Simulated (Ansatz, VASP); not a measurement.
## Two plane-wave programs on CdTe

Contents of POSCAR:

```
CdTe
1.0
    0.0000000000      2.9900241571      2.9900241571
    2.9900241571      0.0000000000      2.9900241571
    2.9900241571      2.9900241571      0.0000000000
Cd Te
1 1
Direct
    0.0000000000      0.0000000000      0.0000000000
    0.5000000000      0.5000000000      0.5000000000
```

The input INCAR.step1:

```
ALGO = Normal
EDIFF = 1E-4
ENCUT = 520
GGA = PE
ISMEAR = -1
LASPH = T
LCHARG = F
LREAL = F
LWAVE = T
NBANDS = 16
NELM = 80
PREC = Accurate
SIGMA = 0.08
```

Contents of INCAR.step2:

```
ALGO = Normal
EDIFF = 1E-6
ENCUT = 520
ISIF = 2
ISMEAR = -1
ISTART = 1
LASPH = T
LCHARG = F
LMIXTAU = T
LREAL = F
LWAVE = F
METAGGA = R2SCAN
NBANDS = 16
NELM = 80
PREC = Accurate
SIGMA = 0.08
```

KPOINTS

```
k-points
0
Gamma
  13 13 13
```

Input for Ansatz:

```yaml
crystal:
  lattice:
    - [0.0, 2.9900241571, 2.9900241571]
    - [2.9900241571, 0.0, 2.9900241571]
    - [2.9900241571, 2.9900241571, 0.0]
  atoms:
    - { symbol: Cd, position: [0.0, 0.0, 0.0] }
    - { symbol: Te, position: [0.5, 0.5, 0.5] }
kpoints:
  mp_grid: { grid: [13, 13, 13] }
scf:
  occupations: { method: fermi_dirac, width: 0.08 }
hamiltonian:
  xc: r2scan
  pseudopotentials: { kind: paw }
output:
  forces: true
  stress: true
  eigenvalues: true
  populations: true
  write_density: true
  write_potential: true
  elf: true
  volumetric_format: npy
```

Change from the starting cell: volume scaled by 0.95, PAW files.

Alike in both runs: task single point; functional r2SCAN; k mesh 13 × 13 × 13; occupations fermi-dirac, width 0.08 eV; no spin polarisation.

|  | VASP | Ansatz |
| --- | --- | --- |
| version | VASP 6.6.1 | Ansatz 0.2.0 |
| potentials or method | VASP PAW PBE potentials, release 64 (Cd, Te) | PAW with Ansatz's default frozen-core files, scalar-relativistic |
| plane-wave cutoff (eV) | 520 | 500 |
| valence electrons in the cell | 18 | 36 |

|  | VASP | Ansatz | Ansatz less VASP |
| --- | --- | --- | --- |
| pressure (GPa) | 3.3 | 3.1 | -0.25 |

VASP's potentials were made for PBE, not for r2SCAN. The functional is the same, so the differences come from potentials, cutoffs and numerics. VASP's potentials hold 18 valence electrons a cell and Ansatz's 36, so a difference there can come from the potentials and not from the codes.

Spin-orbit coupling is off throughout.
